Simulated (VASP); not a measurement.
# ZnS (P1) in VASP: notebook

Runs on ZnS. Level: PBE. Tasks: single point.

Program: VASP 6.6.1. These are calculated values, not measurements. Logs are shortened: lines on timing, memory, paths and dates and some standing lists are left out, and cuts for length are marked.

## 1. The cell of the first run

The typed cell holds 4 atoms: a = 3.763 Å, b = 3.783 Å, c = 5.344 Å, α = 90.16°, β = 89.63°, γ = 89.40°.

## 2. Single point, PBE

INCAR

```
SYSTEM = ZnS
PREC = Accurate ; ENCUT = 500
EDIFF = 1E-6 ; ISMEAR = 0
SIGMA = 0.1 ; LREAL = .FALSE.
LASPH = .TRUE. ; NELM = 120
ALGO = Normal ; ISIF = 2
LWAVE = .FALSE. ; LCHARG = .FALSE.
GGA = PE ; NBANDS = 26
GGA_COMPAT = .FALSE.
```

KPOINTS

```
regular mesh
0
G
  6 6 4
  0 0 0
```

POSCAR

```
ZnS
1.0
    2.6470110000      2.6750250000      0.0121810000
   -2.6611870000      2.6892000000     -0.0052950000
    0.0174770000      0.0068860000      5.3440680000
Zn S
2 2
Direct
    0.9988150000      0.9811290000      0.0014570000
    0.5078580000      0.4940240000      0.4898160000
    0.4939670000      0.9916440000      0.2435780000
    0.0113900000      0.4954680000      0.7422840000
```

Potentials or basis: VASP PAW PBE potentials, release 64 (Zn, S).

On the command line:

```sh
> cat potpaw_PBE.64/Zn/POTCAR potpaw_PBE.64/S/POTCAR > POTCAR
> mpirun -np 1 vasp_std > vasp.out
```

OUTCAR:

```text
SYSTEM = ZnS
   PREC = Accurate
   ENCUT = 500
   EDIFF = 1E-6
   ISMEAR = 0
   LREAL = .FALSE.
   LASPH = .TRUE.
   NELM = 120
   ISIF = 2
   GGA = PE

 ion  position               nearest neighbor table
   1  0.999  0.981  0.001-   3 2.28   3 2.29   4 2.30   4 2.39
   2  0.508  0.494  0.490-   4 2.30   3 2.30   3 2.31   4 2.33
   3  0.494  0.992  0.244-   1 2.28   1 2.29   2 2.30   2 2.31
   4  0.011  0.495  0.742-   2 2.30   1 2.30   2 2.33   1 2.39

  LATTYP: Found a triclinic cell.
 ALAT       =     3.7833504894
 B/A-ratio  =     1.7329482582
 C/A-ratio  =     0.9947055140
 COS(alpha) =     0.0007961266
 COS(beta)  =     0.0104945864
 COS(gamma) =     0.5793205195

  Lattice vectors:

 A1 = (   2.6611870000,  -2.6892000000,   0.0052950000)
 A2 = (   2.6786640000,  -2.6823140000,   5.3493630000)
 A3 = (  -2.6470110000,  -2.6750250000,  -0.0121810000)

Analysis of symmetry for initial positions (statically):
=====================================================================
 Subroutine PRICEL returns:
 Original cell was already a primitive cell.

 Routine SETGRP: Setting up the symmetry group for a
 triclinic supercell.

 Subroutine GETGRP returns: Found  1 space group operations
 (whereof  1 operations were pure point group operations)
 out of a pool of  2 trial point group operations.

The static configuration has the point symmetry C_1 .

Analysis of symmetry for dynamics (positions and initial velocities):
=====================================================================
 Subroutine PRICEL returns:
 Original cell was already a primitive cell.

 Routine SETGRP: Setting up the symmetry group for a
 triclinic supercell.

 Subroutine GETGRP returns: Found  1 space group operations
 (whereof  1 operations were pure point group operations)
 out of a pool of  2 trial point group operations.

The dynamic configuration has the point symmetry C_1 .

 Subroutine INISYM returns: Found  1 space group operations
 (whereof  1 operations are pure point group operations),
 and found     1 'primitive' translations

----------------------------------------------------------------------------------------

                                     Primitive cell

  volume of cell :      76.0830

  direct lattice vectors                    reciprocal lattice vectors
     2.647011000  2.675025000  0.012181000     0.188889827  0.186920499 -0.000858590
    -2.661187000  2.689200000 -0.005295000    -0.187892594  0.185923195  0.000374908
     0.017477000  0.006886000  5.344068000    -0.000616713 -0.000241841  0.187125696

  length of vectors
     3.763319593  3.783350489  5.344101014     0.265743066  0.264331614  0.187126868

  position of ions in fractional coordinates (direct lattice)
     0.998815000  0.981129000  0.001457000
     0.507858000  0.494024000  0.489816000
     0.493967000  0.991644000  0.243578000
     0.011390000  0.495468000  0.742284000

  ion indices of the primitive-cell ions
   primitive index   ion index
                 1           1
                 2           2
                 3           3
                 4           4

----------------------------------------------------------------------------------------

 KPOINTS: regular mesh

Automatic generation of k-mesh.
 Grid dimensions read from file:
 generate k-points for:    6    6    4

 Generating k-lattice:

  Cartesian coordinates                     Fractional coordinates (reciprocal lattice)
     0.031481638  0.031153417 -0.000143098     0.166666667  0.000000000  0.000000000
    -0.031315432  0.030987199  0.000062485     0.000000000  0.166666667  0.000000000
    -0.000154178 -0.000060460  0.046781424     0.000000000  0.000000000  0.250000000

  Length of vectors
     0.044290511  0.044055269  0.046781717

  Shift w.r.t. Gamma in fractional coordinates (k-lattice)
     0.000000000  0.000000000  0.000000000

 Subroutine IBZKPT returns following result:
 ===========================================

 Found     76 irreducible k-points:

 Following reciprocal coordinates:
            Coordinates               Weight
  0.000000  0.000000  0.000000      1.000000
  0.166667 -0.000000  0.000000      2.000000
  0.333333 -0.000000 -0.000000      2.000000
  0.500000  0.000000 -0.000000      1.000000
 -0.000000  0.166667  0.000000      2.000000
  0.166667  0.166667  0.000000      2.000000
[... 16 lines left out ...]
  0.333333  0.000000  0.250000      2.000000
  0.500000 -0.000000  0.250000      2.000000
 [... further k-points ...]
   k-points           NKPTS =     76   k-points in BZ     NKDIM =     76   number of bands    NBANDS=     26
   number of dos      NEDOS =    301   number of ions     NIONS =      4
   total plane-waves  NPLWV =  31360
   dimension x,y,z NGX =    28 NGY =   28 NGZ =   40
   dimension x,y,z NGXF=    56 NGYF=   56 NGZF=   80
   ions per type =               2   2
   NGX,Y,Z   is equivalent  to a cutoff of  12.37, 12.30, 12.44 a.u.
   NGXF,Y,Z  is equivalent  to a cutoff of  24.74, 24.61, 24.89 a.u.
 SYSTEM =  ZnS
   PREC   = accura    normal or accurate (medium, high low for compatibility)
   ISTART =      0    job   : 0-new  1-cont  2-samecut
   ICHARG =      2    charge: 1-file 2-atom 10-const
   ISPIN  =      1    spin polarized calculation?
   LNONCOLLINEAR =      F non collinear calculations
   LSORBIT =      F    spin-orbit coupling
   LASPH  =      T    aspherical Exc in radial PAW
   ENCUT  =  500.0 eV  36.75 Ry    6.06 a.u.   6.86  6.90  9.74*2*pi/ulx,y,z
   NELM   =    120;   NELMIN=  2; NELMDL= -5     # of ELM steps
   EDIFF  = 0.1E-05   stopping-criterion for ELM
   LREAL  =      F    real-space projection
   EDIFFG = 0.1E-04   stopping-criterion for IOM
   NSW    =      0    number of steps for IOM
   IBRION =     -1    ionic relax: 0-MD 1-quasi-New 2-CG
   NFREE  =      0    steps in history (QN), initial steepest desc. (CG)
   ISIF   =      2    stress and relaxation
   ISYM   =      2    0-nonsym 1-usesym 2-fastsym
   POTIM  = 0.5000    time-step for ionic-motion
   TEBEG  =    0.0;   TEEND  =   0.0 temperature during run
   PSTRESS=    0.0 pullay stress
   NELECT =      36.0000    total number of electrons
   NUPDOWN=      -1.0000    fix difference up-down
   EMIN   =  10.00;   EMAX   =-10.00  energy-range for DOS
   EFERMI =   0.00;   METHOD = LEGACY
   ISMEAR =     0;   SIGMA  =   0.10  broadening in eV -4-tet -1-fermi 0-gaus
   EFERMI_NEDOS =   21; number of points for ismear=-14 and -15
   IALGO  =     38    algorithm
   IMIX   =      4    mixing-type and parameters
     AMIX     =   0.40;   BMIX     =  1.00
     AMIX_MAG =   1.60;   BMIX_MAG =  1.00
  volume/ion in A,a.u.               =      19.02       128.36
  Fermi-wavevector in a.u.,A,eV,Ry     =   1.275694  2.410712 22.142050  1.627395
  Thomas-Fermi vector in A             =   2.408392
   LORBIT       =      0    0 simple, 1 ext, 2 COOP (PROOUT), +10 PAW based schemes
   GGA     = PE    functional components
   LHFCALC =     F    Hartree Fock is set to
   AEXX    =    0.0000 exact exchange contribution
   IVDW    =     0    specifies the selected vdW correction
   LEPSILON=     F    determine dielectric tensor
   LRPA    =     F    only Hartree local field effects (RPA)
 non-spin polarized calculation
 Gauss-broadening in eV      SIGMA  =   0.10
  energy-cutoff  :      500.00
  volume of cell :       76.08
 maximum number of plane-waves:      1956
   NGX = 13   NGY = 13   NGZ = 19

 number of electron      36.0000017 magnetization

 Free energy of the ion-electron system (eV)
  ---------------------------------------------------
  ext. energy  EPLUGINS =         0.00000000
  ---------------------------------------------------
  free energy    TOTEN  =       -13.60453133 eV

  energy without entropy =      -13.60453133  energy(sigma->0) =      -13.60453133

 E-fermi :   2.8870     XC(G=0):  -9.8025

 val. band max:        2.4753666731   @ k =   0.0000   0.0000   0.0000
 cond. band min:       4.7211765153   @ k =   0.0000   0.0000   0.0000
 fundamental gap:      2.2458098422
 Fermi energy:         2.8869619982

 k-point     1 :       0.0000    0.0000    0.0000
  band No.  band energies     occupation
      1     -10.9635      2.00000
      2      -9.6055      2.00000
      3      -4.1338      2.00000
      4      -4.0646      2.00000
      5      -4.0500      2.00000
      6      -4.0063      2.00000
[... 18 lines left out ...]
     25      13.6838      0.00000
     26      14.1308      0.00000

 k-point     2 :       0.1667   -0.0000    0.0000
  band No.  band energies     occupation
      1     -10.8162      2.00000
      2      -9.6043      2.00000
      3      -4.0728      2.00000
      4      -4.0571      2.00000
      5      -4.0209      2.00000
      6      -3.9699      2.00000
[... 18 lines left out ...]
     25      12.5815      0.00000
     26      13.0166      0.00000

 k-point     3 :       0.3333   -0.0000   -0.0000
  band No.  band energies     occupation
      1     -10.4393      2.00000
      2      -9.6705      2.00000
      3      -4.0314      2.00000
      4      -3.9647      2.00000
      5      -3.9537      2.00000
      6      -3.9068      2.00000
[... 18 lines left out ...]
     25      11.3322      0.00000
     26      11.5307      0.00000

 k-point     4 :       0.5000    0.0000   -0.0000
  band No.  band energies     occupation
      1     -10.1087      2.00000
      2      -9.8388      2.00000
      3      -3.9343      2.00000
      4      -3.9048      2.00000
      5      -3.8892      2.00000
      6      -3.8478      2.00000
[... 18 lines left out ...]
     25      10.1857      0.00000
     26      10.5071      0.00000
[... 496 lines left out ...]
      1     -10.6730      2.00000
      2      -9.7920      2.00000
      3      -4.0823      2.00000
      4      -4.0250      2.00000
      5      -3.9970      2.00000
      6      -3.9654      2.00000
[... 18 lines left out ...]
     25      11.0620      0.00000
     26      12.0474      0.00000

 k-point    23 :       0.3333    0.0000    0.2500
  band No.  band energies     occupation
      1     -10.3475      2.00000
      2      -9.7595      2.00000
      3      -3.9901      2.00000
      4      -3.9554      2.00000
      5      -3.9525      2.00000
      6      -3.8912      2.00000
[... 18 lines left out ...]
     25      10.6286      0.00000
     26      11.1010      0.00000

 k-point    24 :       0.5000   -0.0000    0.2500
  band No.  band energies     occupation
      1     -10.0931      2.00000
      2      -9.8248      2.00000
      3      -3.9324      2.00000
      4      -3.9279      2.00000
      5      -3.9093      2.00000
      6      -3.8510      2.00000
[... 18 lines left out ...]
     25      10.9898      0.00000
     26      11.2141      0.00000

 [... further k-points ...]
[... 5 lines left out ...]
  --------------------------------------------------------------------------------------
  -------------------------------------------------------------------------------------
  Total        2.4593083      2.2566031      2.3086226      0.3734914      0.1122379     -0.3827105
  in kB       51.7888113     47.5201887     48.6156293      7.8650881      2.3635367     -8.0592262
  external PRESSURE =      49.3082098 kB  Pullay stress =       0.0000000 kB

 VOLUME and BASIS-vectors are now :
 -----------------------------------------------------------------------------
  energy-cutoff  :      500.00
  volume of cell :       76.08
      direct lattice vectors                 reciprocal lattice vectors
     2.647011000  2.675025000  0.012181000     0.188889827  0.186920499 -0.000858590
    -2.661187000  2.689200000 -0.005295000    -0.187892594  0.185923195  0.000374908
     0.017477000  0.006886000  5.344068000    -0.000616713 -0.000241841  0.187125696

 POSITION                                       TOTAL-FORCE (eV/Angst)
 -----------------------------------------------------------------------------------
      0.03293      5.31032      0.01476        -0.265029      0.151735     -0.455945
      0.03818      2.69044      2.62118         0.117483      0.075225      0.215026
     -1.32716      3.98978      1.30246         0.091236      0.195436      0.099469
     -1.27541      1.36799      3.96433         0.056310     -0.422395      0.141450
 -----------------------------------------------------------------------------------
    total drift:                               -0.000513      0.000441     -0.001759

  FREE ENERGIE OF THE ION-ELECTRON SYSTEM (eV)
  ---------------------------------------------------
  free  energy   TOTEN  =       -13.6045313277 eV

  energy  without entropy=      -13.6045313276  energy(sigma->0) =      -13.60453133
```

Wall time 2.7 min (1 thread of Intel Xeon 8259CL, shared host); peak memory 0.25 GiB.

What came out:

* Free energy: -13.6045 eV
* Pressure: 4.9 GPa
* Largest force: 0.549 eV/Å
* Band gap on the k mesh: 2.25 eV

Forces on the atoms (eV/Å):
```
Zn  -0.265  0.152 -0.456
Zn   0.117  0.075  0.215
S    0.091  0.195  0.099
S    0.056 -0.422  0.141
```

Levels at points of the mesh, in eV from the valence-band top:
| k point | band 16 | band 17 | band 18 | band 19 | band 20 | band 21 |
| --- | --- | --- | --- | --- | --- | --- |
| (0.00, 0.00, 0.00) | -0.05 | -0.01 | 0.00 | 2.25 | 3.31 | 4.05 |
| (0.50, 0.00, 0.00) | -2.61 | -1.07 | -0.87 | 4.81 | 4.99 | 6.65 |
| (0.00, 0.50, 0.00) | -2.63 | -1.08 | -0.87 | 4.84 | 5.01 | 6.64 |
| (0.50, 0.50, 0.00) | -2.40 | -2.34 | -2.27 | 3.13 | 3.46 | 3.99 |
| (0.00, 0.00, 0.50) | -1.42 | -1.23 | -1.21 | 4.37 | 4.42 | 4.68 |
| (0.50, 0.00, 0.50) | -1.00 | -0.96 | -0.80 | 3.32 | 3.39 | 6.70 |
| (0.00, 0.50, 0.50) | -0.92 | -0.90 | -0.83 | 3.34 | 3.39 | 6.73 |
| (0.50, 0.50, 0.50) | -2.91 | -2.87 | -2.84 | 5.49 | 5.73 | 6.19 |

## 3. Single point, PBE

INCAR

```
PREC = Accurate
ENCUT = 500
EDIFF = 1E-6
ISMEAR = 0
SIGMA = 0.1
LREAL = False
LASPH = True
NELM = 120
ALGO = Normal
ISIF = 2
LWAVE = False
LCHARG = False
GGA = PE
NBANDS = 26
GGA_COMPAT = False
```

KPOINTS

```
Automatic mesh
0
Gamma
  6 6 4
```

POSCAR is that of step 2.

Potentials or basis: VASP PAW PBE potentials, release 64 (Zn, S).

On the command line:

```sh
> cat potpaw_PBE.64/Zn/POTCAR potpaw_PBE.64/S/POTCAR > POTCAR
> mpirun -np 1 vasp_std > vasp.out
```

Wall time 2.7 min (1 thread of Intel Xeon 8259CL, shared host); peak memory 0.25 GiB.

It converged, with:

| Property | Result |
| --- | --- |
| Free energy | -13.6045 eV |
| Pressure | 4.9 GPa |
| Largest force | 0.549 eV/Å |
| Band gap on the k mesh | 2.25 eV |

Forces in eV/Å, atoms in the order of the input:
```
Zn  -0.265  0.152 -0.456
Zn   0.117  0.075  0.215
S    0.091  0.195  0.099
S    0.056 -0.422  0.141
```

Stress tensor (GPa, compression positive):
```
 5.18  0.79 -0.81
 0.79  4.75  0.24
-0.81  0.24  4.86
```

Levels at points of the mesh, in eV from the valence-band top:
| k point | band 15 | band 16 | band 17 | band 18 | band 19 | band 20 | band 21 | band 22 |
| --- | --- | --- | --- | --- | --- | --- | --- | --- |
| (0.00, 0.00, 0.00) | -2.35 | -0.05 | -0.01 | 0.00 | 2.25 | 3.31 | 4.05 | 6.29 |
| (0.50, 0.00, 0.00) | -2.76 | -2.61 | -1.07 | -0.87 | 4.81 | 4.99 | 6.65 | 6.75 |
| (0.00, 0.50, 0.00) | -2.70 | -2.63 | -1.08 | -0.87 | 4.84 | 5.01 | 6.64 | 6.70 |
| (0.50, 0.50, 0.00) | -2.47 | -2.40 | -2.34 | -2.27 | 3.13 | 3.46 | 3.99 | 4.10 |
| (0.00, 0.00, 0.50) | -1.45 | -1.42 | -1.23 | -1.21 | 4.37 | 4.42 | 4.68 | 4.70 |
| (0.50, 0.00, 0.50) | -1.06 | -1.00 | -0.96 | -0.80 | 3.32 | 3.39 | 6.70 | 6.83 |
| (0.00, 0.50, 0.50) | -1.05 | -0.92 | -0.90 | -0.83 | 3.34 | 3.39 | 6.73 | 6.80 |
| (0.50, 0.50, 0.50) | -3.01 | -2.91 | -2.87 | -2.84 | 5.49 | 5.73 | 6.19 | 6.25 |
